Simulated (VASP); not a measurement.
# AlN (P6_3mc) in VASP: a series of runs

AlN is run at these levels: PBE; tasks: relaxation of the atoms.

Program: VASP 6.6.1. These are calculated values, not measurements. Logs are shortened: lines on timing, memory, paths and dates and some standing lists are left out, and cuts for length are marked.

## (1) The cell of the first run

It takes space group P6_3mc (No. 186, hexagonal). Conventional cell: a = 3.067 Å, b = 3.067 Å, c = 4.816 Å, α = 90.00°, β = 90.00°, γ = 120.00°. Al (site symmetry 3m) has 4 N at 1.84 to 1.86 Å within 2.4 Å. N (site symmetry 3m) has 4 Al at 1.84 to 1.86 Å within 2.4 Å.

## (2) Relaxation of the atoms, PBE

The input, INCAR:

```
PREC = Accurate ; ENCUT = 520
EDIFF = 1E-6 ; ISMEAR = 0
SIGMA = 0.05 ; LREAL = False
LASPH = True ; NELM = 80
ALGO = Normal ; ISIF = 2
LWAVE = False ; LCHARG = False
GGA = PE ; IBRION = 2
NSW = 50 ; EDIFFG = -0.01
```

The input, KPOINTS:

```
regular mesh
0
Gamma
  9 9 6
```

The input, POSCAR:

```
AlN
1.0
    3.0673000000      0.0000000000      0.0000000000
   -1.5336500000      2.6563597210      0.0000000000
    0.0000000000      0.0000000000      4.8163000000
Al N
2 2
Direct
    0.3333333333      0.6666666667      0.0017290859
    0.6666666667      0.3333333333      0.5017290859
    0.3333333333      0.6666666667      0.3832709141
    0.6666666667      0.3333333333      0.8832709141
```

Potentials or basis: VASP PAW PBE potentials, release 64 (Al, N).

Run with:

```sh
$ cat potpaw_PBE.64/Al/POTCAR potpaw_PBE.64/N/POTCAR > POTCAR
$ mpirun -np 1 vasp_std > vasp.out
```

OUTCAR:

```text
PREC = Accurate
   ENCUT = 520
   EDIFF = 1E-6
   ISMEAR = 0
   LREAL = False
   LASPH = True
   NELM = 80
   ISIF = 2
   GGA = PE
   IBRION = 2
   NSW = 50
   EDIFFG = -0.01

 ion  position               nearest neighbor table
   1  0.333  0.667  0.002-   3 1.84   4 1.86   4 1.86   4 1.86   2 2.99   2 2.99   2 2.99   2 2.99
                             2 2.99   2 2.99
   2  0.667  0.333  0.502-   4 1.84   3 1.86   3 1.86   3 1.86   1 2.99   1 2.99   1 2.99   1 2.99
                             1 2.99   1 2.99
   3  0.333  0.667  0.383-   1 1.84   2 1.86   2 1.86   2 1.86
   4  0.667  0.333  0.883-   2 1.84   1 1.86   1 1.86   1 1.86

  LATTYP: Found a hexagonal cell.
 ALAT       =     3.0673000000
 C/A-ratio  =     1.5702083265

  Lattice vectors:

 A1 = (   3.0673000000,   0.0000000000,   0.0000000000)
 A2 = (  -1.5336500000,   2.6563597210,   0.0000000000)
 A3 = (   0.0000000000,   0.0000000000,   4.8163000000)

Analysis of symmetry for initial positions (statically):
=====================================================================
 Subroutine PRICEL returns:
 Original cell was already a primitive cell.

 Routine SETGRP: Setting up the symmetry group for a
 hexagonal supercell.

 Subroutine GETGRP returns: Found 12 space group operations
 (whereof  6 operations were pure point group operations)
 out of a pool of 24 trial point group operations.

The static configuration has the point symmetry C_3v.
 The point group associated with its full space group is C_6v.

Analysis of symmetry for dynamics (positions and initial velocities):
=====================================================================
 Subroutine PRICEL returns:
 Original cell was already a primitive cell.

 Routine SETGRP: Setting up the symmetry group for a
 hexagonal supercell.

 Subroutine GETGRP returns: Found 12 space group operations
 (whereof  6 operations were pure point group operations)
 out of a pool of 24 trial point group operations.

The dynamic configuration has the point symmetry C_3v.
 The point group associated with its full space group is C_6v.

 Subroutine INISYM returns: Found 12 space group operations
 (whereof  6 operations are pure point group operations),
 and found     1 'primitive' translations

----------------------------------------------------------------------------------------

                                     Primitive cell

  volume of cell :      39.2425

  direct lattice vectors                    reciprocal lattice vectors
     3.067300000  0.000000000  0.000000000     0.326019626  0.188227519  0.000000000
    -1.533650000  2.656359721  0.000000000     0.000000000  0.376455038  0.000000000
     0.000000000  0.000000000  4.816300000     0.000000000  0.000000000  0.207628262

  length of vectors
     3.067300000  3.067300000  4.816300000     0.376455038  0.376455038  0.207628262

  position of ions in fractional coordinates (direct lattice)
     0.333333333  0.666666667  0.001729086
     0.666666667  0.333333333  0.501729086
     0.333333333  0.666666667  0.383270914
     0.666666667  0.333333333  0.883270914

  ion indices of the primitive-cell ions
   primitive index   ion index
                 1           1
                 2           2
                 3           3
                 4           4

----------------------------------------------------------------------------------------

 KPOINTS: regular mesh

Automatic generation of k-mesh.
 Grid dimensions read from file:
 generate k-points for:    9    9    6

 Generating k-lattice:

  Cartesian coordinates                     Fractional coordinates (reciprocal lattice)
     0.036224403  0.020914169  0.000000000     0.111111111  0.000000000  0.000000000
     0.000000000  0.041828338  0.000000000     0.000000000  0.111111111  0.000000000
     0.000000000  0.000000000  0.034604710     0.000000000  0.000000000  0.166666667

  Length of vectors
     0.041828338  0.041828338  0.034604710

  Shift w.r.t. Gamma in fractional coordinates (k-lattice)
     0.000000000  0.000000000  0.000000000

 Subroutine IBZKPT returns following result:
 ===========================================

 Found     48 irreducible k-points:

 Following reciprocal coordinates:
            Coordinates               Weight
  0.000000  0.000000  0.000000      1.000000
  0.111111  0.000000  0.000000      6.000000
  0.222222  0.000000  0.000000      6.000000
  0.333333  0.000000  0.000000      6.000000
  0.444444  0.000000  0.000000      6.000000
  0.111111  0.111111  0.000000      6.000000
[... 16 lines left out ...]
  0.333333  0.222222  0.166667     24.000000
  0.333333  0.333333  0.166667      4.000000
 [... further k-points ...]
   k-points           NKPTS =     48   k-points in BZ     NKDIM =     48   number of bands    NBANDS=     12
   number of dos      NEDOS =    301   number of ions     NIONS =      4
   total plane-waves  NPLWV =  20736
   dimension x,y,z NGX =    24 NGY =   24 NGZ =   36
   dimension x,y,z NGXF=    48 NGYF=   48 NGZF=   72
   ions per type =               2   2
   NGX,Y,Z   is equivalent  to a cutoff of  13.01, 13.01, 12.43 a.u.
   NGXF,Y,Z  is equivalent  to a cutoff of  26.02, 26.02, 24.85 a.u.
 SYSTEM =  unknown system
   PREC   = accura    normal or accurate (medium, high low for compatibility)
   ISTART =      0    job   : 0-new  1-cont  2-samecut
   ICHARG =      2    charge: 1-file 2-atom 10-const
   ISPIN  =      1    spin polarized calculation?
   LNONCOLLINEAR =      F non collinear calculations
   LSORBIT =      F    spin-orbit coupling
   LASPH  =      T    aspherical Exc in radial PAW
   ENCUT  =  520.0 eV  38.22 Ry    6.18 a.u.   5.70  5.70  8.96*2*pi/ulx,y,z
   NELM   =     80;   NELMIN=  2; NELMDL= -5     # of ELM steps
   EDIFF  = 0.1E-05   stopping-criterion for ELM
   LREAL  =      F    real-space projection
   EDIFFG = -.1E-01   stopping-criterion for IOM
   NSW    =     50    number of steps for IOM
   IBRION =      2    ionic relax: 0-MD 1-quasi-New 2-CG
   NFREE  =      1    steps in history (QN), initial steepest desc. (CG)
   ISIF   =      2    stress and relaxation
   ISYM   =      2    0-nonsym 1-usesym 2-fastsym
   POTIM  = 0.5000    time-step for ionic-motion
   TEBEG  =    0.0;   TEEND  =   0.0 temperature during run
   PSTRESS=    0.0 pullay stress
   NELECT =      16.0000    total number of electrons
   NUPDOWN=      -1.0000    fix difference up-down
   EMIN   =  10.00;   EMAX   =-10.00  energy-range for DOS
   EFERMI =   0.00;   METHOD = LEGACY
   ISMEAR =     0;   SIGMA  =   0.05  broadening in eV -4-tet -1-fermi 0-gaus
   EFERMI_NEDOS =   21; number of points for ismear=-14 and -15
   IALGO  =     38    algorithm
   IMIX   =      4    mixing-type and parameters
     AMIX     =   0.40;   BMIX     =  1.00
     AMIX_MAG =   1.60;   BMIX_MAG =  1.00
  volume/ion in A,a.u.               =       9.81        66.21
  Fermi-wavevector in a.u.,A,eV,Ry     =   1.213936  2.294007 20.050111  1.473642
  Thomas-Fermi vector in A             =   2.349372
   LORBIT       =      0    0 simple, 1 ext, 2 COOP (PROOUT), +10 PAW based schemes
   GGA     = PE    functional components
   LHFCALC =     F    Hartree Fock is set to
   AEXX    =    0.0000 exact exchange contribution
   IVDW    =     0    specifies the selected vdW correction
   LEPSILON=     F    determine dielectric tensor
   LRPA    =     F    only Hartree local field effects (RPA)
 conjugate gradient relaxation of ions
 non-spin polarized calculation
 Gauss-broadening in eV      SIGMA  =   0.05
  energy-cutoff  :      520.00
  volume of cell :       39.24
 maximum number of plane-waves:      1085
 NGX is ok and might be reduce to    24
   NGX = 11   NGY = 11   NGZ = 17

--------------------------------------- Ionic step        1  -------------------------------------------

 number of electron      16.0000000 magnetization

 Free energy of the ion-electron system (eV)
  ---------------------------------------------------
  ext. energy  EPLUGINS =         0.00000000
  ---------------------------------------------------
  free energy    TOTEN  =       -29.59037532 eV

  energy without entropy =      -29.59037532  energy(sigma->0) =      -29.59037532

------------------------ aborting loop because EDIFF is reached ----------------------------------------

  FORCE on cell =-STRESS in cart. coord.  units (eV):
  Direction    XX          YY          ZZ          XY          YZ          ZX
  --------------------------------------------------------------------------------------
  -------------------------------------------------------------------------------------
  Total        3.7237363      3.7237363      5.9222679      0.0000000      0.0000000      0.0000000
  in kB      152.0312371    152.0312371    241.7920180      0.0000000      0.0000000      0.0000000
  external PRESSURE =     181.9514974 kB  Pullay stress =       0.0000000 kB
[... 61 lines left out ...]
  energy  without entropy=      -29.5975423705  energy(sigma->0) =      -29.59754237

--------------------------------------- Ionic step        3  -------------------------------------------

 number of electron      15.9999997 magnetization

 Free energy of the ion-electron system (eV)
  ---------------------------------------------------
  ext. energy  EPLUGINS =         0.00000000
  ---------------------------------------------------
  free energy    TOTEN  =       -29.59990145 eV

  energy without entropy =      -29.59990145  energy(sigma->0) =      -29.59990145

 E-fermi :   7.1655     XC(G=0): -11.1848

 val. band max:        6.9210851920   @ k =   0.0000   0.0000   0.0000
 cond. band min:      11.5550846886   @ k =   0.0000   0.0000   0.0000
 fundamental gap:      4.6339994966
 Fermi energy:         7.1655034787

 k-point     1 :       0.0000    0.0000    0.0000
  band No.  band energies     occupation
      1      -8.8042      2.00000
      2      -6.3688      2.00000
      3       0.5686      2.00000
      4       5.7638      2.00000
      5       5.7638      2.00000
      6       6.4874      2.00000
      7       6.4874      2.00000
      8       6.9211      2.00000
      9      11.5551      0.00000
     10      13.8154      0.00000
     11      18.0587      0.00000
     12      18.1814      0.00000
[... 331 lines left out ...]
 k-point    24 :       0.3333    0.3333    0.1667
  band No.  band energies     occupation
      1      -6.0836      2.00000
      2      -6.0836      2.00000
      3       1.7572      2.00000
      4       2.4570      2.00000
      5       2.4570      2.00000
      6       3.9694      2.00000
      7       4.8885      2.00000
      8       4.8885      2.00000
      9      12.4237      0.00000
     10      15.3096      0.00000
     11      16.3216      0.00000
     12      16.3216      0.00000

 [... further k-points ...]

------------------------ aborting loop because EDIFF is reached ----------------------------------------

  FORCE on cell =-STRESS in cart. coord.  units (eV):
  Direction    XX          YY          ZZ          XY          YZ          ZX
  --------------------------------------------------------------------------------------
  -------------------------------------------------------------------------------------
  Total        4.0873554      4.0873554      4.9745616      0.0000000      0.0000000      0.0000000
  in kB      166.8769356    166.8769356    203.0994404      0.0000000      0.0000000      0.0000000
  external PRESSURE =     178.9511039 kB  Pullay stress =       0.0000000 kB
[... 19 lines left out ...]
  FREE ENERGIE OF THE ION-ELECTRON SYSTEM (eV)
  ---------------------------------------------------
  free  energy   TOTEN  =       -29.5999014533 eV

  energy  without entropy=      -29.5999014533  energy(sigma->0) =      -29.59990145

 reached required accuracy - stopping structural energy minimisation
```

Run time: 16 s. Hardware: 1 thread of Intel Xeon Platinum 8488C (Sapphire Rapids), shared host; peak memory 0.16 GiB.

Results:

| Item | Value |
| --- | --- |
| Free energy | -29.5999 eV |
| Energy gained by relaxing | 2.4 meV/atom |
| Ionic steps | 3 |
| Pressure after relaxing | 17.9 GPa |
| Band gap on the k mesh | 4.63 eV |

Stress tensor (GPa, compression positive):
```
16.69  0.00  0.00
 0.00 16.69  0.00
 0.00  0.00 20.31
```

Step by step:
```tsv
step	energy change (eV)	largest force (eV/Å)	pressure (GPa)
1	0.0000	0.3919	18.20
2	-0.0072	0.1819	17.81
3	-0.0095	0.0008	17.90
```

Final structure:
```cif
data_structure
_symmetry_space_group_name_H-M 'P 1'
_symmetry_Int_Tables_number 1
_cell_length_a 3.0673
_cell_length_b 3.0673
_cell_length_c 4.8163
_cell_angle_alpha 90.000
_cell_angle_beta 90.000
_cell_angle_gamma 120.000
_cell_volume 39.24
loop_
_atom_site_label
_atom_site_type_symbol
_atom_site_fract_x
_atom_site_fract_y
_atom_site_fract_z
_atom_site_occupancy
Al1 Al 0.33333 0.66667 0.99914 1
Al2 Al 0.66667 0.33333 0.49914 1
N1 N 0.33333 0.66667 0.38586 1
N2 N 0.66667 0.33333 0.88586 1
```

Caveat: an odd mesh through Γ misses points on the zone boundary, where band edges can lie. A hybrid or GW would open this gap; PBE tends to underestimate it.

## (3) Relaxation of the atoms, PBE

This run uses another cell than the first one, of 9.79 Å³/atom.

The input, INCAR:

```
SYSTEM = AlN
PREC = Accurate ; ENCUT = 520
EDIFF = 1E-6 ; ISMEAR = 0
SIGMA = 0.05 ; LREAL = .False.
LASPH = .True. ; NELM = 100
ALGO = Normal ; ISIF = 2
LWAVE = .False. ; LCHARG = .False.
GGA = PE ; IBRION = 2
NSW = 50 ; EDIFFG = -0.01
```

The input, KPOINTS:

```
Automatic mesh
0
Gamma
  9 9 6
  0 0 0
```

The input, POSCAR:

```
AlN
1.0
    3.1298889828      0.0000000000      0.0000000000
   -1.5649444914      2.7105633702      0.0000000000
    0.0000000000      0.0000000000      4.6156000000
Al N
2 2
Direct
    0.3333333333      0.6666666667      0.0017290859
    0.6666666667      0.3333333333      0.5017290859
    0.3333333333      0.6666666667      0.3832709141
    0.6666666667      0.3333333333      0.8832709141
```

Potentials or basis: VASP PAW PBE potentials, release 64 (Al, N).

Run with:

```sh
$ cat potpaw_PBE.64/Al/POTCAR potpaw_PBE.64/N/POTCAR > POTCAR
$ mpirun -np 1 vasp_std > vasp.out
```

OUTCAR:

```text
SYSTEM = AlN
   PREC = Accurate
   ENCUT = 520
   EDIFF = 1E-6
   ISMEAR = 0
   LREAL = .False.
   LASPH = .True.
   NELM = 100
   ISIF = 2
   GGA = PE
   IBRION = 2
   NSW = 50
   EDIFFG = -0.01

 ion  position               nearest neighbor table
   1  0.333  0.667  0.002-   3 1.76   4 1.89   4 1.89   4 1.89   2 2.93   2 2.93   2 2.93   2 2.93
                             2 2.93   2 2.93
   2  0.667  0.333  0.502-   4 1.76   3 1.89   3 1.89   3 1.89   1 2.93   1 2.93   1 2.93   1 2.93
                             1 2.93   1 2.93
   3  0.333  0.667  0.383-   1 1.76   2 1.89   2 1.89   2 1.89
   4  0.667  0.333  0.883-   2 1.76   1 1.89   1 1.89   1 1.89

  LATTYP: Found a hexagonal cell.
 ALAT       =     3.1298889828
 C/A-ratio  =     1.4746848931

  Lattice vectors:

 A1 = (   3.1298889828,   0.0000000000,   0.0000000000)
[... 283 lines left out ...]
      4       5.4613      2.00000
      5       5.4613      2.00000
      6       6.4057      2.00000
      7       6.4057      2.00000
      8       7.3981      2.00000
      9      11.5861      0.00000
     10      13.3741      0.00000
     11      17.6266      0.00000
     12      17.6266      0.00000
[... 331 lines left out ...]
 k-point    24 :       0.3333    0.3333    0.1667
  band No.  band energies     occupation
      1      -6.1133      2.00000
      2      -6.1133      2.00000
      3       1.6777      2.00000
      4       2.4527      2.00000
      5       2.4527      2.00000
      6       4.2113      2.00000
      7       5.0932      2.00000
      8       5.0932      2.00000
      9      12.8990      0.00000
     10      15.1517      0.00000
     11      16.4558      0.00000
     12      16.4558      0.00000

 [... further k-points ...]

------------------------ aborting loop because EDIFF is reached ----------------------------------------

  FORCE on cell =-STRESS in cart. coord.  units (eV):
  Direction    XX          YY          ZZ          XY          YZ          ZX
  --------------------------------------------------------------------------------------
  -------------------------------------------------------------------------------------
  Total        2.8836132      2.8836132      6.1917076      0.0000000      0.0000000      0.0000000
  in kB      117.9861229    117.9861229    253.3403435      0.0000000      0.0000000      0.0000000
  external PRESSURE =     163.1041965 kB  Pullay stress =       0.0000000 kB
[... 19 lines left out ...]
  FREE ENERGIE OF THE ION-ELECTRON SYSTEM (eV)
  ---------------------------------------------------
  free  energy   TOTEN  =       -29.4952565880 eV

  energy  without entropy=      -29.4952565880  energy(sigma->0) =      -29.49525659

 reached required accuracy - stopping structural energy minimisation
```

OSZICAR:

```text
N       E                     dE             d eps       ncg     rms          rms(c)
DAV:   1     0.559310736270E+02    0.55931E+02   -0.77452E+03  1152   0.120E+03
DAV:   2    -0.302522797861E+02   -0.86183E+02   -0.78248E+02  1692   0.230E+02
DAV:   3    -0.344186432619E+02   -0.41664E+01   -0.41459E+01  1504   0.552E+01
[... 26 lines left out ...]
DAV:   4    -0.294952570458E+02    0.33655E-03   -0.41083E-03  1408   0.569E-01    0.632E-02
DAV:   5    -0.294952595009E+02   -0.24551E-05   -0.33283E-04  1236   0.174E-01    0.413E-02
DAV:   6    -0.294952639284E+02   -0.44275E-05   -0.11007E-05  1416   0.324E-02    0.218E-02
DAV:   7    -0.294952563211E+02    0.76073E-05   -0.24832E-05  1364   0.546E-02    0.426E-03
DAV:   8    -0.294952565880E+02   -0.26694E-06   -0.51327E-06   992   0.193E-02
   3 F= -.29495257E+02 E0= -.29495257E+02  d E =-.170855E+00
```

CONTCAR:

```text
AlN
   1.00000000000000
     3.1298889827999998    0.0000000000000000    0.0000000000000000
    -1.5649444913999999    2.7105633702000000    0.0000000000000000
     0.0000000000000000    0.0000000000000000    4.6155999999999997
  Al              N
     2     2
Direct
     0.3333333332999970    0.6666666667000030    0.9904539721719268
     0.6666666667000030    0.3333333332999970    0.4904539721719269
     0.3333333332999970    0.6666666667000030    0.3945460278280782
     0.6666666667000030    0.3333333332999970    0.8945460278280783

  0.00000000E+00  0.00000000E+00  0.00000000E+00
  0.00000000E+00  0.00000000E+00  0.00000000E+00
  0.00000000E+00  0.00000000E+00  0.00000000E+00
  0.00000000E+00  0.00000000E+00  0.00000000E+00
```

It took 20 s on 1 thread of Intel Xeon Platinum 8488C (Sapphire Rapids), shared host; peak memory 0.15 GiB.

What came out:

| Item | Value |
| --- | --- |
| Free energy | -29.4953 eV |
| Energy gained by relaxing | 42.7 meV/atom |
| Ionic steps | 3 |
| Pressure after relaxing | 16.3 GPa |
| Largest force after relaxing | 0.007 eV/Å |
| Band gap on the k mesh | 4.19 eV |

Forces in eV/Å, atoms in the order of the input:
```
Al   0.000  0.000 -0.007
Al   0.000  0.000 -0.007
N    0.000  0.000  0.007
N    0.000  0.000  0.007
```

Stress tensor (GPa, compression positive):
```
11.80  0.00  0.00
 0.00 11.80  0.00
 0.00  0.00 25.33
```

Step by step:
| step | energy change (eV) | largest force (eV/Å) | pressure (GPa) |
| --- | --- | --- | --- |
| 1 | 0.0000 | 1.8301 | 20.07 |
| 2 | -0.1185 | 0.6605 | 15.29 |
| 3 | -0.1709 | 0.0072 | 16.31 |

Final structure:
```
Al N
1.0
     3.12989    0.00000    0.00000
    -1.56494    2.71056    0.00000
     0.00000    0.00000    4.61560
Al N
2 2
Direct
  0.33333 0.66667 0.99045
  0.66667 0.33333 0.49045
  0.33333 0.66667 0.39455
  0.66667 0.33333 0.89455
```

Levels at points of the mesh, in eV from the valence-band top:
| k point | band 4 | band 5 | band 6 | band 7 | band 8 | band 9 | band 10 | band 11 | band 12 |
| --- | --- | --- | --- | --- | --- | --- | --- | --- | --- |
| (0.00, 0.00, 0.00) | -1.94 | -1.94 | -0.99 | -0.99 | 0.00 | 4.19 | 5.98 | 10.23 | 10.23 |
| (0.00, 0.00, 0.50) | -3.55 | -1.48 | -1.48 | -1.48 | -1.48 | 6.27 | 6.27 | 10.54 | 10.54 |

Caveat: an odd mesh through Γ misses points on the zone boundary, where band edges can lie.

(Continued in part 2 of 2.)
